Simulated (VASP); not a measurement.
# Al2Cl3 (P-3m1) in VASP: notebook

Al2Cl3 is run at these levels: PBE; tasks: single point, relaxation of cell and atoms.

All numbers are computed with VASP 6.6.1; they aren't measurements. Logs are shortened: lines on timing, memory, paths and dates and some standing lists are left out, and cuts for length are marked.

## 1. The cell of the first run

Symmetry: P-3m1, No. 164, trigonal system. The conventional cell has a = 4.127 Å, b = 4.127 Å, c = 9.421 Å, α = 90.00°, β = 90.00°, γ = 120.00°. Within 3.5 Å of Al (site symmetry 3m) lie 6 Cl at 2.67 to 2.89 Å. Cl (site symmetry -3m) has 6 Al at 2.89 Å and 6 Cl at 3.70 Å within 3.8 Å. Within 3.5 Å of Cl (site symmetry 3m) lie 3 Al at 2.67 Å.

## 2. Single point, PBE

INCAR reads:

```
SYSTEM = Al2Cl3
PREC = Accurate ; ENCUT = 520
EDIFF = 1E-6 ; ISMEAR = 0
SIGMA = 0.1 ; LREAL = .False.
LASPH = .True. ; NELM = 60
ALGO = Normal ; ISIF = 2
LWAVE = .False. ; LCHARG = .False.
GGA = PE ; NBANDS = 22
```

KPOINTS reads:

```
regular mesh
0
Gamma
  12 12 4
  0 0 0
```

POSCAR reads:

```
Al2Cl3
1.0
    4.1266481483      0.0000000000      0.0000000000
   -2.0633240742      3.5737821289      0.0000000000
    0.0000000000      0.0000000000      9.4205679597
Al Cl
2 3
Direct
    0.3333333333      0.6666666667      0.1731162736
    0.6666666667      0.3333333333      0.8268837264
    0.0000000000      0.0000000000      0.0000000000
    0.3333333333      0.6666666667      0.7000139360
    0.6666666667      0.3333333333      0.2999860640
```

Potentials or basis: VASP PAW PBE potentials, release 64 (Al, Cl).

Run with:

```
cat potpaw_PBE.64/Al/POTCAR potpaw_PBE.64/Cl/POTCAR > POTCAR
mpirun -np 1 vasp_std > vasp.out
```

OUTCAR:

```text
SYSTEM = Al2Cl3
   PREC = Accurate
   ENCUT = 520
   EDIFF = 1E-6
   ISMEAR = 0
   LREAL = .False.
   LASPH = .True.
   NELM = 60
   ISIF = 2
   GGA = PE

 ion  position               nearest neighbor table
   1  0.333  0.667  0.173-   5 2.67   5 2.67   5 2.67   3 2.89   3 2.89   3 2.89
   2  0.667  0.333  0.827-   4 2.67   4 2.67   4 2.67   3 2.89   3 2.89   3 2.89
   3  0.000  0.000  0.000-   1 2.89   2 2.89   2 2.89   1 2.89   2 2.89   1 2.89
   4  0.333  0.667  0.700-   2 2.67   2 2.67   2 2.67
   5  0.667  0.333  0.300-   1 2.67   1 2.67   1 2.67

  LATTYP: Found a hexagonal cell.
 ALAT       =     4.1266481483
 C/A-ratio  =     2.2828619308

  Lattice vectors:

 A1 = (   4.1266481483,   0.0000000000,   0.0000000000)
 A2 = (  -2.0633240742,   3.5737821289,   0.0000000000)
 A3 = (   0.0000000000,   0.0000000000,   9.4205679597)

Analysis of symmetry for initial positions (statically):
=====================================================================
 Subroutine PRICEL returns:
 Original cell was already a primitive cell.

 Routine SETGRP: Setting up the symmetry group for a
 hexagonal supercell.

 Subroutine GETGRP returns: Found 12 space group operations
 (whereof 12 operations were pure point group operations)
 out of a pool of 24 trial point group operations.

The static configuration has the point symmetry D_3d.

Analysis of symmetry for dynamics (positions and initial velocities):
=====================================================================
 Subroutine PRICEL returns:
 Original cell was already a primitive cell.

 Routine SETGRP: Setting up the symmetry group for a
 hexagonal supercell.

 Subroutine GETGRP returns: Found 12 space group operations
 (whereof 12 operations were pure point group operations)
 out of a pool of 24 trial point group operations.

The dynamic configuration has the point symmetry D_3d.

 Subroutine INISYM returns: Found 12 space group operations
 (whereof 12 operations are pure point group operations),
 and found     1 'primitive' translations

----------------------------------------------------------------------------------------

                                     Primitive cell

  volume of cell :     138.9321

  direct lattice vectors                    reciprocal lattice vectors
     4.126648148  0.000000000  0.000000000     0.242327420  0.139907801  0.000000000
    -2.063324074  3.573782129  0.000000000     0.000000000  0.279815603  0.000000000
     0.000000000  0.000000000  9.420567960     0.000000000  0.000000000  0.106150712

  length of vectors
     4.126648148  4.126648148  9.420567960     0.279815603  0.279815603  0.106150712

  position of ions in fractional coordinates (direct lattice)
     0.333333333  0.666666667  0.173116274
     0.666666667  0.333333333  0.826883726
     0.000000000  0.000000000  0.000000000
     0.333333333  0.666666667  0.700013936
     0.666666667  0.333333333  0.299986064

  ion indices of the primitive-cell ions
   primitive index   ion index
                 1           1
                 2           2
                 3           3
                 4           4
                 5           5

----------------------------------------------------------------------------------------

 KPOINTS: regular mesh

Automatic generation of k-mesh.
 Grid dimensions read from file:
 generate k-points for:   12   12    4

 Generating k-lattice:

  Cartesian coordinates                     Fractional coordinates (reciprocal lattice)
     0.020193952  0.011658983  0.000000000     0.083333333 -0.000000000  0.000000000
     0.000000000  0.023317967  0.000000000     0.000000000  0.083333333  0.000000000
     0.000000000  0.000000000  0.026537678     0.000000000  0.000000000  0.250000000

  Length of vectors
     0.023317967  0.023317967  0.026537678

  Shift w.r.t. Gamma in fractional coordinates (k-lattice)
     0.000000000  0.000000000  0.000000000

 Subroutine IBZKPT returns following result:
 ===========================================

 Found     69 irreducible k-points:

 Following reciprocal coordinates:
            Coordinates               Weight
  0.000000  0.000000  0.000000      1.000000
  0.083333  0.000000  0.000000      6.000000
  0.166667  0.000000  0.000000      6.000000
  0.250000  0.000000  0.000000      6.000000
  0.333333  0.000000  0.000000      6.000000
  0.416667 -0.000000  0.000000      6.000000
[... 16 lines left out ...]
  0.166667  0.000000  0.250000      6.000000
  0.000000  0.166667  0.250000      6.000000
 [... further k-points ...]
   k-points           NKPTS =     69   k-points in BZ     NKDIM =     69   number of bands    NBANDS=     22
   number of dos      NEDOS =    301   number of ions     NIONS =      5
   total plane-waves  NPLWV =  71680
   dimension x,y,z NGX =    32 NGY =   32 NGZ =   70
   dimension x,y,z NGXF=    64 NGYF=   64 NGZF=  140
   ions per type =               2   3
   NGX,Y,Z   is equivalent  to a cutoff of  12.89, 12.89, 12.35 a.u.
   NGXF,Y,Z  is equivalent  to a cutoff of  25.78, 25.78, 24.71 a.u.
 SYSTEM =  Al2Cl3
   PREC   = accura    normal or accurate (medium, high low for compatibility)
   ISTART =      0    job   : 0-new  1-cont  2-samecut
   ICHARG =      2    charge: 1-file 2-atom 10-const
   ISPIN  =      1    spin polarized calculation?
   LNONCOLLINEAR =      F non collinear calculations
   LSORBIT =      F    spin-orbit coupling
   LASPH  =      T    aspherical Exc in radial PAW
   ENCUT  =  520.0 eV  38.22 Ry    6.18 a.u.   7.67  7.67 17.52*2*pi/ulx,y,z
   NELM   =     60;   NELMIN=  2; NELMDL= -5     # of ELM steps
   EDIFF  = 0.1E-05   stopping-criterion for ELM
   LREAL  =      F    real-space projection
   EDIFFG = 0.1E-04   stopping-criterion for IOM
   NSW    =      0    number of steps for IOM
   IBRION =     -1    ionic relax: 0-MD 1-quasi-New 2-CG
   NFREE  =      0    steps in history (QN), initial steepest desc. (CG)
   ISIF   =      2    stress and relaxation
   ISYM   =      2    0-nonsym 1-usesym 2-fastsym
   POTIM  = 0.5000    time-step for ionic-motion
   TEBEG  =    0.0;   TEEND  =   0.0 temperature during run
   PSTRESS=    0.0 pullay stress
   NELECT =      27.0000    total number of electrons
   NUPDOWN=      -1.0000    fix difference up-down
   EMIN   =  10.00;   EMAX   =-10.00  energy-range for DOS
   EFERMI =   0.00;   METHOD = LEGACY
   ISMEAR =     0;   SIGMA  =   0.10  broadening in eV -4-tet -1-fermi 0-gaus
   EFERMI_NEDOS =   21; number of points for ismear=-14 and -15
   IALGO  =     38    algorithm
   IMIX   =      4    mixing-type and parameters
     AMIX     =   0.40;   BMIX     =  1.00
     AMIX_MAG =   1.60;   BMIX_MAG =  1.00
  volume/ion in A,a.u.               =      27.79       187.51
  Fermi-wavevector in a.u.,A,eV,Ry     =   0.948262  1.791956 12.234381  0.899202
  Thomas-Fermi vector in A             =   2.076434
   LORBIT       =      0    0 simple, 1 ext, 2 COOP (PROOUT), +10 PAW based schemes
   GGA     = PE    functional components
   LHFCALC =     F    Hartree Fock is set to
   AEXX    =    0.0000 exact exchange contribution
   IVDW    =     0    specifies the selected vdW correction
   LEPSILON=     F    determine dielectric tensor
   LRPA    =     F    only Hartree local field effects (RPA)
 non-spin polarized calculation
 Gauss-broadening in eV      SIGMA  =   0.10
  energy-cutoff  :      520.00
  volume of cell :      138.93
 maximum number of plane-waves:      3816
 NGX is ok and might be reduce to    32
   NGX = 15   NGY = 15   NGZ = 35

 number of electron      27.0000000 magnetization

 Free energy of the ion-electron system (eV)
  ---------------------------------------------------
  ext. energy  EPLUGINS =         0.00000000
  ---------------------------------------------------
  free energy    TOTEN  =       -15.68084607 eV

  energy without entropy =      -15.67011696  energy(sigma->0) =      -15.67548151

 E-fermi :   2.8731     XC(G=0):  -7.8249

 val. band max:        2.8518107987   @ k =   0.2500   0.1667   0.0000
 cond. band min:       2.9235620422   @ k =   0.2500   0.2500   0.5000
 fundamental gap:      0.0717512435
 Fermi energy:         2.8731196040

 k-point     1 :       0.0000    0.0000    0.0000
  band No.  band energies     occupation
      1     -13.9361      2.00000
      2     -13.4053      2.00000
      3     -13.2785      2.00000
      4      -3.6484      2.00000
      5      -2.4173      2.00000
      6      -1.6678      2.00000
[... 14 lines left out ...]
     21       8.4418      0.00000
     22       8.9779      0.00000

 k-point     2 :       0.0833    0.0000    0.0000
  band No.  band energies     occupation
      1     -13.9168      2.00000
      2     -13.3925      2.00000
      3     -13.2726      2.00000
      4      -3.6363      2.00000
      5      -2.5614      2.00000
      6      -1.7434      2.00000
[... 14 lines left out ...]
     21       8.4541      0.00000
     22       8.7990      0.00000

 k-point     3 :       0.1667    0.0000    0.0000
  band No.  band energies     occupation
      1     -13.8624      2.00000
      2     -13.3571      2.00000
      3     -13.2568      2.00000
      4      -3.6174      2.00000
      5      -2.9222      2.00000
      6      -2.0329      2.00000
[... 14 lines left out ...]
     21       8.2482      0.00000
     22       8.5295      0.00000

 k-point     4 :       0.2500    0.0000    0.0000
  band No.  band energies     occupation
      1     -13.7843      2.00000
      2     -13.3083      2.00000
      3     -13.2367      2.00000
      4      -3.6754      2.00000
      5      -3.2853      2.00000
      6      -2.4548      2.00000
[... 14 lines left out ...]
     21       7.8222      0.00000
     22       8.4953      0.00000

 k-point     5 :       0.3333    0.0000    0.0000
  band No.  band energies     occupation
      1     -13.7004      2.00000
      2     -13.2600      2.00000
      3     -13.2181      2.00000
      4      -3.9320      2.00000
      5      -3.4165      2.00000
      6      -2.8419      2.00000
[... 14 lines left out ...]
     21       7.7192      0.00000
     22       8.6460      0.00000

 k-point     6 :       0.4167   -0.0000    0.0000
  band No.  band energies     occupation
      1     -13.6341      2.00000
      2     -13.2296      2.00000
      3     -13.2020      2.00000
      4      -4.1739      2.00000
      5      -3.4369      2.00000
      6      -3.1205      2.00000
[... 14 lines left out ...]
     21       7.9077      0.00000
     22       8.9095      0.00000

 k-point     7 :       0.5000    0.0000    0.0000
  band No.  band energies     occupation
      1     -13.6085      2.00000
      2     -13.2223      2.00000
      3     -13.1931      2.00000
      4      -4.2631      2.00000
      5      -3.4287      2.00000
      6      -3.2338      2.00000
[... 324 lines left out ...]
      6      -1.6691      2.00000
[... 14 lines left out ...]
     21       8.5504      0.00000
     22       9.0068      0.00000

 k-point    21 :       0.0833    0.0000    0.2500
  band No.  band energies     occupation
      1     -13.9142      2.00000
      2     -13.4091      2.00000
      3     -13.2583      2.00000
      4      -3.6578      2.00000
      5      -2.5041      2.00000
      6      -1.7557      2.00000
[... 14 lines left out ...]
     21       8.4984      0.00000
     22       8.8725      0.00000

 k-point    22 :       0.0000    0.0833    0.2500
  band No.  band energies     occupation
      1     -13.9142      2.00000
      2     -13.4092      2.00000
      3     -13.2583      2.00000
      4      -3.6579      2.00000
      5      -2.5122      2.00000
      6      -1.7381      2.00000
[... 14 lines left out ...]
     21       8.5213      0.00000
     22       8.8288      0.00000

 k-point    23 :       0.1667    0.0000    0.2500
  band No.  band energies     occupation
      1     -13.8603      2.00000
      2     -13.3721      2.00000
      3     -13.2438      2.00000
      4      -3.6258      2.00000
      5      -2.8992      2.00000
      6      -2.0477      2.00000
[... 14 lines left out ...]
     21       8.1588      0.00000
     22       8.6996      0.00000

 k-point    24 :       0.0000    0.1667    0.2500
  band No.  band energies     occupation
      1     -13.8602      2.00000
      2     -13.3730      2.00000
      3     -13.2431      2.00000
      4      -3.6271      2.00000
      5      -2.9181      2.00000
      6      -2.0373      2.00000
[... 14 lines left out ...]
     21       8.3883      0.00000
     22       8.5462      0.00000

 [... further k-points ...]
[... 5 lines left out ...]
  --------------------------------------------------------------------------------------
  -------------------------------------------------------------------------------------
  Total       -0.0235463     -0.0235463     -0.0026147      0.0000000      0.0000000      0.0000000
  in kB       -0.2715381     -0.2715381     -0.0301533      0.0000000      0.0000000      0.0000000
  external PRESSURE =      -0.1910765 kB  Pullay stress =       0.0000000 kB

 VOLUME and BASIS-vectors are now :
 -----------------------------------------------------------------------------
  energy-cutoff  :      520.00
  volume of cell :      138.93
      direct lattice vectors                 reciprocal lattice vectors
     4.126648148  0.000000000  0.000000000     0.242327420  0.139907801  0.000000000
    -2.063324074  3.573782129  0.000000000     0.000000000  0.279815603  0.000000000
     0.000000000  0.000000000  9.420567960     0.000000000  0.000000000  0.106150712

 POSITION                                       TOTAL-FORCE (eV/Angst)
 -----------------------------------------------------------------------------------
     -0.00000      2.38252      1.63085        -0.000000      0.000000      0.003568
      2.06332      1.19126      7.78971         0.000000     -0.000000     -0.003568
      0.00000      0.00000      0.00000        -0.000000      0.000000      0.000000
     -0.00000      2.38252      6.59453        -0.000000      0.000000      0.000381
      2.06332      1.19126      2.82604         0.000000     -0.000000     -0.000381
 -----------------------------------------------------------------------------------
    total drift:                               -0.000000      0.000000     -0.000000

  FREE ENERGIE OF THE ION-ELECTRON SYSTEM (eV)
  ---------------------------------------------------
  free  energy   TOTEN  =       -15.6808460672 eV

  energy  without entropy=      -15.6701169598  energy(sigma->0) =      -15.67548151
```

Run time: 5.2 min. Hardware: 1 thread of AMD EPYC 7R13, shared host; peak memory 0.32 GiB.

Results:

```yaml
Free_energy: -15.6808 eV
Pressure: 0.0 GPa
Largest_force: 0.004 eV/Å
Band_gap_on_the_k_mesh: zero (an odd number of electrons rules out a gap without spin polarisation)
```

Forces in eV/Å, atoms in the order of the input:
```
Al   0.000  0.000  0.004
Al   0.000  0.000 -0.004
Cl   0.000  0.000  0.000
Cl   0.000  0.000  0.000
Cl   0.000  0.000  0.000
```

Levels at points of the mesh, in eV from the Fermi level:
```csv
k point,band 12,band 13,band 14,band 15,band 16,band 17
"(0.00, 0.00, 0.00)",-3.56,-1.94,-0.42,0.98,2.91,2.91
"(0.50, 0.00, 0.00)",-3.91,-1.37,0.33,1.93,3.47,3.86
"(0.00, 0.00, 0.50)",-3.84,-1.60,-0.62,1.00,2.89,2.89
"(0.50, 0.00, 0.50)",-3.79,-1.29,0.26,1.74,3.58,3.81
```

Caveat: this functional lacks dispersion, which binds layers or chains, so the pressure and a relaxed spacing across them are unreliable; an odd number of electrons without spin polarisation forces a metal; a magnetic or distorted state may lie lower.

[end of part 1 of 2]

The gap in the log of VASP goes by the Fermi energy; the results here count the filled bands.